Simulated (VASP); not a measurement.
# Al3Cu (P4/mmm) in VASP: notebook

The runs below take Al3Cu through single point, relaxation of shape and atoms at fixed volume, with r2SCAN.

All numbers are computed with VASP 6.6.1; they aren't measurements. Logs are shortened: lines on timing, memory, paths and dates and some standing lists are left out, and cuts for length are marked.

**1. The cell of the first run**

Symmetry: P4/mmm, No. 123, tetragonal system. The conventional cell has a = 2.793 Å, b = 2.793 Å, c = 7.364 Å, α = 90.00°, β = 90.00°, γ = 90.00°. Al (site symmetry 4/mmm) has 12 Al at 2.79 to 2.84 Å and 2 Cu at 3.68 Å within 3.7 Å. Al (site symmetry 4mm) has 4 Cu at 2.57 Å and 9 Al at 2.79 to 3.29 Å within 3.4 Å. Cu (site symmetry 4/mmm) has 8 Al at 2.57 Å and 4 Cu at 2.79 Å within 3.4 Å.

**2. Single point, r2SCAN (uniaxial strain along c: -3.0 %, then relaxed in part)**

File POSCAR:

```
Al3Cu
1.0
    2.7931214193      0.0000000000      0.0000000000
    0.0000000000      2.7931214193      0.0000000000
    0.0000000000      0.0000000000      7.3641072199
Al Cu
3 1
Direct
    0.0000000000      0.0000000000      0.5000000000
    0.5000000000      0.5000000000      0.2233524395
    0.5000000000      0.5000000000      0.7766475605
    0.0000000000      0.0000000000      0.0000000000
```

File INCAR.step1:

```
ALGO     = Normal         # electronic algorithm
EDIFF    = 1E-4           # SCF threshold, eV
ENCUT    = 520            # plane-wave cutoff, eV
GGA      = PE             # functional
ISMEAR   = 0              # smearing method
LASPH    = True           # aspherical terms in the spheres
LCHARG   = False          # write CHGCAR
LREAL    = False          # projectors in reciprocal space
LWAVE    = True           # write WAVECAR
NBANDS   = 18             # bands
NELM     = 80             # most SCF steps
PREC     = Accurate       # precision mode
SIGMA    = 0.1            # smearing width, eV
```

File INCAR.step2:

```
ALGO     = Normal         # electronic algorithm
EDIFF    = 1E-6           # SCF threshold, eV
ENCUT    = 520            # plane-wave cutoff, eV
ISIF     = 2              # what is computed and relaxed
ISMEAR   = 0              # smearing method
ISTART   = 1            
LASPH    = True           # aspherical terms in the spheres
LCHARG   = False          # write CHGCAR
LMIXTAU  = True         
LREAL    = False          # projectors in reciprocal space
LWAVE    = False          # write WAVECAR
METAGGA  = R2SCAN         # meta-GGA
NBANDS   = 18             # bands
NELM     = 80             # most SCF steps
PREC     = Accurate       # precision mode
SIGMA    = 0.1            # smearing width, eV
```

File KPOINTS:

```
k-points
0
Gamma
  18 18 8
```

Potentials or basis: VASP PAW PBE potentials, release 64 (Al, Cu).

Command:

```bash
$ cat potpaw_PBE.64/Al/POTCAR potpaw_PBE.64/Cu/POTCAR > POTCAR
$ cp INCAR.step1 INCAR
$ mpirun -np 1 vasp_std > vasp.out
$ cp INCAR.step2 INCAR
$ mpirun -np 1 vasp_std > vasp.out
```

OUTCAR:

```text
EDIFF = 1E-6
   ENCUT = 520
   ISIF = 2
   ISMEAR = 0
   ISTART = 1
   LASPH = True
   LREAL = False
   METAGGA = R2SCAN
   NELM = 80
   PREC = Accurate

 ion  position               nearest neighbor table
   1  0.000  0.000  0.500-   2 2.84   3 2.84   2 2.84   3 2.84   2 2.84   3 2.84   2 2.84   3 2.84

   2  0.500  0.500  0.223-   4 2.57   4 2.57   4 2.57   4 2.57   1 2.84   1 2.84   1 2.84   1 2.84
                             3 3.29
   3  0.500  0.500  0.777-   4 2.57   4 2.57   4 2.57   4 2.57   1 2.84   1 2.84   1 2.84   1 2.84
                             2 3.29
   4  0.000  0.000  0.000-   2 2.57   3 2.57   2 2.57   3 2.57   2 2.57   3 2.57   2 2.57   3 2.57

  LATTYP: Found a simple tetragonal cell.
 ALAT       =     2.7931214193
 C/A-ratio  =     2.6365152510

  Lattice vectors:

 A1 = (   2.7931214193,   0.0000000000,   0.0000000000)
 A2 = (   0.0000000000,   2.7931214193,   0.0000000000)
 A3 = (   0.0000000000,   0.0000000000,   7.3641072199)

Analysis of symmetry for initial positions (statically):
=====================================================================
 Subroutine PRICEL returns:
 Original cell was already a primitive cell.

 Routine SETGRP: Setting up the symmetry group for a
 simple tetragonal supercell.

 Subroutine GETGRP returns: Found 16 space group operations
 (whereof 16 operations were pure point group operations)
 out of a pool of 16 trial point group operations.

The static configuration has the point symmetry D_4h.

Analysis of symmetry for dynamics (positions and initial velocities):
=====================================================================
 Subroutine PRICEL returns:
 Original cell was already a primitive cell.

 Routine SETGRP: Setting up the symmetry group for a
 simple tetragonal supercell.

 Subroutine GETGRP returns: Found 16 space group operations
 (whereof 16 operations were pure point group operations)
 out of a pool of 16 trial point group operations.

The dynamic configuration has the point symmetry D_4h.

 Subroutine INISYM returns: Found 16 space group operations
 (whereof 16 operations are pure point group operations),
 and found     1 'primitive' translations

----------------------------------------------------------------------------------------

                                     Primitive cell

  volume of cell :      57.4513

  direct lattice vectors                    reciprocal lattice vectors
     2.793121419  0.000000000  0.000000000     0.358022388  0.000000000  0.000000000
     0.000000000  2.793121419  0.000000000     0.000000000  0.358022388  0.000000000
     0.000000000  0.000000000  7.364107220     0.000000000  0.000000000  0.135793786

  length of vectors
     2.793121419  2.793121419  7.364107220     0.358022388  0.358022388  0.135793786

  position of ions in fractional coordinates (direct lattice)
     0.000000000  0.000000000  0.500000000
     0.500000000  0.500000000  0.223352439
     0.500000000  0.500000000  0.776647561
     0.000000000  0.000000000  0.000000000

  ion indices of the primitive-cell ions
   primitive index   ion index
                 1           1
                 2           2
                 3           3
                 4           4

----------------------------------------------------------------------------------------

 KPOINTS: k-points

Automatic generation of k-mesh.
 Grid dimensions read from file:
 generate k-points for:   18   18    8

 Generating k-lattice:

  Cartesian coordinates                     Fractional coordinates (reciprocal lattice)
     0.019890133  0.000000000  0.000000000     0.055555556  0.000000000  0.000000000
     0.000000000  0.019890133  0.000000000     0.000000000  0.055555556  0.000000000
     0.000000000  0.000000000  0.016974223     0.000000000  0.000000000  0.125000000

  Length of vectors
     0.019890133  0.019890133  0.016974223

  Shift w.r.t. Gamma in fractional coordinates (k-lattice)
     0.000000000  0.000000000  0.000000000

 Subroutine IBZKPT returns following result:
 ===========================================

 Found    275 irreducible k-points:

 Following reciprocal coordinates:
            Coordinates               Weight
  0.000000  0.000000  0.000000      1.000000
  0.055556  0.000000  0.000000      4.000000
  0.111111  0.000000  0.000000      4.000000
  0.166667  0.000000  0.000000      4.000000
  0.222222  0.000000  0.000000      4.000000
  0.277778  0.000000  0.000000      4.000000
[... 16 lines left out ...]
  0.277778  0.111111  0.000000      8.000000
  0.333333  0.111111  0.000000      8.000000
 [... further k-points ...]
   k-points           NKPTS =    275   k-points in BZ     NKDIM =    275   number of bands    NBANDS=     18
   number of dos      NEDOS =    301   number of ions     NIONS =      4
   total plane-waves  NPLWV =  32256
   dimension x,y,z NGX =    24 NGY =   24 NGZ =   56
   dimension x,y,z NGXF=    48 NGYF=   48 NGZF=  112
   ions per type =               3   1
   NGX,Y,Z   is equivalent  to a cutoff of  14.28, 14.28, 12.64 a.u.
   NGXF,Y,Z  is equivalent  to a cutoff of  28.57, 28.57, 25.28 a.u.
 SYSTEM =  unknown system
   PREC   = accura    normal or accurate (medium, high low for compatibility)
   ISTART =      1    job   : 0-new  1-cont  2-samecut
   ICHARG =      0    charge: 1-file 2-atom 10-const
   ISPIN  =      1    spin polarized calculation?
   LNONCOLLINEAR =      F non collinear calculations
   LSORBIT =      F    spin-orbit coupling
   LASPH  =      T    aspherical Exc in radial PAW
   ENCUT  =  520.0 eV  38.22 Ry    6.18 a.u.   5.19  5.19 13.69*2*pi/ulx,y,z
   NELM   =     80;   NELMIN=  2; NELMDL=  0     # of ELM steps
   EDIFF  = 0.1E-05   stopping-criterion for ELM
   LREAL  =      F    real-space projection
   EDIFFG = 0.1E-04   stopping-criterion for IOM
   NSW    =      0    number of steps for IOM
   IBRION =     -1    ionic relax: 0-MD 1-quasi-New 2-CG
   NFREE  =      0    steps in history (QN), initial steepest desc. (CG)
   ISIF   =      2    stress and relaxation
   ISYM   =      2    0-nonsym 1-usesym 2-fastsym
   POTIM  = 0.5000    time-step for ionic-motion
   TEBEG  =    0.0;   TEEND  =   0.0 temperature during run
   PSTRESS=    0.0 pullay stress
   NELECT =      20.0000    total number of electrons
   NUPDOWN=      -1.0000    fix difference up-down
   EMIN   =  10.00;   EMAX   =-10.00  energy-range for DOS
   EFERMI =   0.00;   METHOD = LEGACY
   ISMEAR =     0;   SIGMA  =   0.10  broadening in eV -4-tet -1-fermi 0-gaus
   EFERMI_NEDOS =   21; number of points for ismear=-14 and -15
   IALGO  =     38    algorithm
   IMIX   =      4    mixing-type and parameters
     AMIX     =   0.40;   BMIX     =  1.00
     AMIX_MAG =   1.60;   BMIX_MAG =  1.00
  volume/ion in A,a.u.               =      14.36        96.93
  Fermi-wavevector in a.u.,A,eV,Ry     =   1.151644  2.176292 18.045188  1.326284
  Thomas-Fermi vector in A             =   2.288300
   LORBIT       =      0    0 simple, 1 ext, 2 COOP (PROOUT), +10 PAW based schemes
   METAGGA = R2SCAN    functional components
   LHFCALC =     F    Hartree Fock is set to
   AEXX    =    0.0000 exact exchange contribution
   IVDW    =     0    specifies the selected vdW correction
   LEPSILON=     F    determine dielectric tensor
   LRPA    =     F    only Hartree local field effects (RPA)
 non-spin polarized calculation
 Gauss-broadening in eV      SIGMA  =   0.10
  energy-cutoff  :      520.00
  volume of cell :       57.45
 maximum number of plane-waves:      1568
 NGX is ok and might be reduce to    24
   NGX = 11   NGY = 11   NGZ = 27

 number of electron      20.0000014 magnetization

 Free energy of the ion-electron system (eV)
  ---------------------------------------------------
  ext. energy  EPLUGINS =         0.00000000
  ---------------------------------------------------
  free energy    TOTEN  =       -31.40011115 eV

  energy without entropy =      -31.39370845  energy(sigma->0) =      -31.39690980

 E-fermi :   8.6722     XC(G=0): -11.7708

 val. band max:        8.6601781891   @ k =   0.3889   0.3333   0.1250
 cond. band min:       8.6803014718   @ k =   0.4444   0.2222   0.5000
 fundamental gap:      0.0201232827
 Fermi energy:         8.6722103196

 k-point     1 :       0.0000    0.0000    0.0000
  band No.  band energies     occupation
      1      -3.3446      2.00000
      2      -0.6272      2.00000
      3      -0.3057      2.00000
      4       3.9079      2.00000
      5       4.0617      2.00000
      6       4.8272      2.00000
[... 10 lines left out ...]
     17      18.2165      0.00000
     18      18.2165      0.00000

 k-point     2 :       0.0556    0.0000    0.0000
  band No.  band energies     occupation
      1      -3.2820      2.00000
      2      -0.5707      2.00000
      3      -0.2431      2.00000
      4       3.9186      2.00000
      5       4.0773      2.00000
      6       4.7905      2.00000
[... 10 lines left out ...]
     17      18.2856      0.00000
     18      18.6113      0.00000

 k-point     3 :       0.1111    0.0000    0.0000
  band No.  band energies     occupation
      1      -3.0943      2.00000
      2      -0.4016      2.00000
      3      -0.0559      2.00000
      4       3.9482      2.00000
      5       4.1219      2.00000
      6       4.6938      2.00000
[... 10 lines left out ...]
     17      18.4915      0.00000
     18      19.0526      0.00000

 k-point     4 :       0.1667    0.0000    0.0000
  band No.  band energies     occupation
      1      -2.7826      2.00000
      2      -0.1225      2.00000
      3       0.2540      2.00000
      4       3.9892      2.00000
      5       4.1879      2.00000
      6       4.5646      2.00000
[... 375 lines left out ...]
      4       4.0994      2.00000
      5       4.3002      2.00000
      6       4.4546      2.00000
[... 10 lines left out ...]
     17      19.1571      0.00000
     18      20.3903      0.00000

 k-point    23 :       0.2778    0.1111    0.0000
  band No.  band energies     occupation
      1      -1.5501      2.00000
      2       0.9531      2.00000
      3       1.4600      2.00000
      4       4.1173      2.00000
      5       4.3237      2.00000
      6       4.3491      2.00000
[... 10 lines left out ...]
     17      17.7717      0.00000
     18      19.2608      0.00000

 k-point    24 :       0.3333    0.1111    0.0000
  band No.  band energies     occupation
      1      -0.8829      2.00000
      2       1.5021      2.00000
      3       2.0914      2.00000
      4       3.9960      2.00000
      5       4.2055      2.00000
      6       4.3815      2.00000
[... 10 lines left out ...]
     17      17.1728      0.00000
     18      18.4982      0.00000

 [... further k-points ...]

------------------------ aborting loop because EDIFF is reached ----------------------------------------

  FORCE on cell =-STRESS in cart. coord.  units (eV):
  Direction    XX          YY          ZZ          XY          YZ          ZX
  --------------------------------------------------------------------------------------
  -------------------------------------------------------------------------------------
  Total       -0.0727531     -0.0727531      1.8077194      0.0000000     -0.0000000     -0.0000000
  in kB       -2.0289089     -2.0289089     50.4129209      0.0000000     -0.0000000     -0.0000000
  external PRESSURE =      15.4517010 kB  Pullay stress =       0.0000000 kB

 VOLUME and BASIS-vectors are now :
 -----------------------------------------------------------------------------
  energy-cutoff  :      520.00
  volume of cell :       57.45
      direct lattice vectors                 reciprocal lattice vectors
     2.793121419  0.000000000  0.000000000     0.358022388  0.000000000  0.000000000
     0.000000000  2.793121419  0.000000000     0.000000000  0.358022388  0.000000000
     0.000000000  0.000000000  7.364107220     0.000000000  0.000000000  0.135793786

 POSITION                                       TOTAL-FORCE (eV/Angst)
 -----------------------------------------------------------------------------------
      0.00000      0.00000      3.68205         0.000000      0.000000      0.000000
      1.39656      1.39656      1.64479         0.000000     -0.000000      0.017154
      1.39656      1.39656      5.71932         0.000000      0.000000     -0.017154
      0.00000      0.00000      0.00000         0.000000      0.000000      0.000000
 -----------------------------------------------------------------------------------
    total drift:                                0.000000      0.000000     -0.000000

  FREE ENERGIE OF THE ION-ELECTRON SYSTEM (eV)
  ---------------------------------------------------
  free  energy   TOTEN  =       -31.4001111496 eV

  energy  without entropy=      -31.3937084488  energy(sigma->0) =      -31.39690980
```

Run time: 7.6 min. Hardware: 1 thread of Intel Xeon 6975P-C (Granite Rapids), shared host; peak memory 0.38 GiB.

Results:

```
Free energy            : -31.4001 eV
Pressure               : 1.5 GPa
Largest force          : 0.017 eV/Å
Band gap on the k mesh : zero (bands 10 and 11 overlap by 7.18 eV)
```

Forces on the atoms (eV/Å):
```
Al   0.000  0.000  0.000
Al   0.000  0.000  0.017
Al   0.000  0.000 -0.017
Cu   0.000  0.000  0.000
```

Caveat: the cell differs from its parent crystal (uniaxial strain along c: -3.0 %, then relaxed in part); the PAW data sets were made with another functional, which shifts forces and pressure a little.

**3. Single point, r2SCAN (uniaxial strain along c: -3.0 %)**

File POSCAR:

```
Al3Cu
1.0
    2.7945842203      0.0000000000      0.0000000000
    0.0000000000      2.7945842203      0.0000000000
    0.0000000000      0.0000000000      7.3641072199
Al Cu
3 1
Direct
    0.0000000000      0.0000000000      0.5000000000
    0.5000000000      0.5000000000      0.2234389941
    0.5000000000      0.5000000000      0.7765610059
    0.0000000000      0.0000000000      0.0000000000
```

File INCAR.step1:

```
SYSTEM = Al3Cu
  PREC = Accurate
  ENCUT = 520
  ISMEAR = 0
  SIGMA = 0.1
  LREAL = .False.
  LASPH = .True.
  NELM = 80
  NBANDS = 18
  GGA = PE
  ALGO = Normal
  EDIFF = 1E-4
  LWAVE = .True.
  LCHARG = .False.
```

File INCAR.step2:

```
SYSTEM = Al3Cu
  PREC = Accurate
  ENCUT = 520
  EDIFF = 1E-6
  ISMEAR = 0
  SIGMA = 0.1
  LREAL = .False.
  LASPH = .True.
  NELM = 80
  ALGO = Normal
  ISIF = 2
  LWAVE = .False.
  LCHARG = .True.
  METAGGA = R2SCAN
  LMIXTAU = .True.
  LELF = .True.
  LVHAR = .True.
  NBANDS = 18
  ISTART = 1
```

File KPOINTS:

```
Automatic mesh
0
Gamma
  18 18 8
  0 0 0
```

Potentials or basis: VASP PAW PBE potentials, release 64 (Al, Cu).

Command:

```bash
$ cat potpaw_PBE.64/Al/POTCAR potpaw_PBE.64/Cu/POTCAR > POTCAR
$ cp INCAR.step1 INCAR
$ mpirun -np 1 vasp_std > vasp.out
$ cp INCAR.step2 INCAR
$ mpirun -np 1 vasp_std > vasp.out
```

Wall time 7.3 min (1 thread of Intel Xeon 6975P-C (Granite Rapids), shared host); peak memory 0.38 GiB.

It converged, with:

```yaml
Free_energy: -31.4000 eV
Pressure: 1.4 GPa
Largest_force: 0.010 eV/Å
Band_gap_on_the_k_mesh: zero (bands 10 and 11 overlap by 7.18 eV)
```

Forces on the atoms (eV/Å):
```
Al   0.000  0.000  0.000
Al   0.000  0.000  0.010
Al   0.000  0.000 -0.010
Cu   0.000  0.000  0.000
```

Stress tensor (GPa, compression positive):
```
-0.35  0.00  0.00
 0.00 -0.35  0.00
 0.00  0.00  4.95
```

Levels at points of the mesh, in eV from the Fermi level:
| k point | band 7 | band 8 | band 9 | band 10 | band 11 | band 12 | band 13 | band 14 |
| --- | --- | --- | --- | --- | --- | --- | --- | --- |
| (0.00, 0.00, 0.00) | -3.84 | -3.46 | -1.48 | 1.14 | 6.39 | 6.74 | 6.74 | 8.20 |
| (0.50, 0.00, 0.00) | -3.95 | -3.80 | -3.74 | -2.39 | -1.99 | 3.19 | 4.46 | 4.80 |
| (0.50, 0.50, 0.00) | -2.95 | -0.72 | -0.54 | 0.06 | 0.06 | 0.48 | 0.48 | 0.53 |
| (0.00, 0.00, 0.50) | -3.84 | -3.60 | -3.46 | 5.19 | 6.40 | 6.68 | 7.37 | 7.37 |
| (0.50, 0.00, 0.50) | -3.95 | -3.74 | -2.83 | -0.99 | -0.77 | 0.20 | 1.20 | 9.63 |
| (0.50, 0.50, 0.50) | -2.14 | -1.95 | -1.95 | -0.76 | -0.73 | 0.44 | 1.81 | 3.45 |

Caveat: the cell differs from its parent crystal (uniaxial strain along c: -3.0 %); the PAW data sets were made with another functional, which shifts forces and pressure a little.

[end of part 1 of 2]
